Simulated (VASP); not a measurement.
Wanted: the native input for a VASP 6.6.1 run.

```
Task                   : single point
Functional             : LDA
Potentials or basis    : VASP PAW LDA potentials, release 64 (Zr_sv, Ni, F)
Cutoff                 : 600 eV
k mesh                 : 5 × 5 × 5
Occupations            : methfessel-paxton, width 0.05 eV
Spin                   : collinear spin, ferromagnetic start
Starting moments       : [0.0, 2.0, 0.0, 0.0, 0.0, 0.0, 0.0, 0.0] μB
Dipole correction      : no
Further INCAR settings : ALGO = Normal; EDIFF = 1e-06; NBANDS = 46
```

The structure of ZrNiF6 lies in POSCAR:

```
ZrNiF6
1.0
    0.0000000000      3.9956000000      3.9956000000
    3.9956000000      0.0000000000      3.9956000000
    3.9956000000      3.9956000000      0.0000000000
Zr Ni F
1 1 6
Direct
    0.0000000000      0.0000000000      0.0000000000
    0.5000000000      0.5000000000      0.5000000000
    0.7482000000      0.2518000000      0.2518000000
    0.2518000000      0.7482000000      0.7482000000
    0.2518000000      0.7482000000      0.2518000000
    0.7482000000      0.2518000000      0.7482000000
    0.2518000000      0.2518000000      0.7482000000
    0.7482000000      0.7482000000      0.2518000000
```

The input as run:

INCAR

```
PREC = Accurate
ENCUT = 600
EDIFF = 1E-6
ISMEAR = 1
SIGMA = 0.05
LREAL = F
LASPH = T
NELM = 200
ALGO = Normal
ISIF = 2
LWAVE = F
LCHARG = F
ISPIN = 2
MAGMOM = 0 2 0 0 0 0 0 0
LORBIT = 11
LMAXMIX = 4
NBANDS = 46
GGA_COMPAT = F
```

KPOINTS

```
Automatic mesh
0
Gamma
  5 5 5
```

Potentials or basis: VASP PAW LDA potentials, release 64 (Zr_sv, Ni, F).

Command:

```sh
$ cat potpaw_LDA.64/Zr_sv/POTCAR potpaw_LDA.64/Ni/POTCAR potpaw_LDA.64/F/POTCAR > POTCAR
$ mpirun -np 1 vasp_std > vasp.out
```

Results of the run:

* Pressure: -4.7 GPa
* Largest force: 0.043 eV/Å
* Band gap on the k mesh: 1.02 eV (least direct gap 1.02 eV)
* Net moment: 2.00 μB per cell
* Site moments: Zr +0.03; Ni +1.69; F +0.04 μB
* Valence electrons inside the program's atomic spheres: Zr 9.59; Ni 8.84; F 6.08

Caveat: the cell stands under tension; an odd mesh through Γ misses points on the zone boundary, where band edges can lie; a cell with one magnetic atom can't hold antiferromagnetic order, which such compounds often take.

Run time: 2.6 min on 1 thread of Oxide Virtual Turin-like Processor (shared host), peak memory 0.31 GiB.
